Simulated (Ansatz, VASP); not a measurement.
**AgBr in VASP and in Ansatz**

POSCAR

```
AgBr
1.0
    0.0000000000      2.9494975314      2.9494975314
    2.9494975314      0.0000000000      2.9494975314
    2.9494975314      2.9494975314      0.0000000000
Ag Br
1 1
Direct
    0.0000000000      0.0000000000      0.0000000000
    0.5000000000      0.5000000000      0.5000000000
```

INCAR.step1

```
SYSTEM = AgBr
PREC = Accurate
ENCUT = 550
ISMEAR = 0
SIGMA = 0.01
LREAL = .False.
LASPH = .True.
NELM = 120
NBANDS = 16
GGA = PE
ALGO = Normal
EDIFF = 1E-5
LWAVE = .True.
LCHARG = .False.
GGA_COMPAT = .False.
```

File INCAR.step2:

```
SYSTEM = AgBr
PREC = Accurate
ENCUT = 550
EDIFF = 1E-6
ISMEAR = 0
SIGMA = 0.01
LREAL = .False.
LASPH = .True.
NELM = 120
ALGO = Normal
ISIF = 2
LWAVE = .False.
LCHARG = .False.
METAGGA = R2SCAN
LMIXTAU = .True.
NBANDS = 16
ISTART = 1
GGA_COMPAT = .False.
```

File KPOINTS:

```
Automatic mesh
0
Gamma
  6 6 6
  0 0 0
```

Input for Ansatz:

```yaml
crystal:
  lattice:
    - [0.0, 2.9494975314, 2.9494975314]
    - [2.9494975314, 0.0, 2.9494975314]
    - [2.9494975314, 2.9494975314, 0.0]
  atoms:
    - { symbol: Ag, position: [0.0, 0.0, 0.0] }
    - { symbol: Br, position: [0.5, 0.5, 0.5] }
kpoints:
  mp_grid: { grid: [6, 6, 6] }
hamiltonian:
  xc: r2scan
scf:
  occupations: { method: fixed }
  n_extra_bands: 4
output:
  forces: true
  stress: true
  eigenvalues: true
```

Alike in both runs: task single point; functional r2SCAN; k mesh 6 × 6 × 6; no spin polarisation.

|  | VASP | Ansatz |
| --- | --- | --- |
| version | VASP 6.6.1 | Ansatz 0.2.0 |
| potentials or method | VASP PAW PBE potentials, release 64 (Ag, Br) | plane waves, PAW |
| plane-wave cutoff (eV) | 550 | 500 |
| occupations | gaussian, width 0.01 eV | fixed |
| valence electrons in the cell | 18 | 26 |

Ansatz gave:

| Property | Result |
| --- | --- |
| gap on the k mesh at the Fermi level (eV) | 1.30 |
| pressure (GPa) | -2.3 |

Task: Estimate VASP's values.

Result: gap on the k mesh at the Fermi level (eV): 1.26; pressure (GPa): -2.3.

VASP's potentials were made for PBE, not for r2SCAN. VASP's potentials hold 18 valence electrons a cell and Ansatz's 26, so a difference there can come from the potentials and not from the codes.
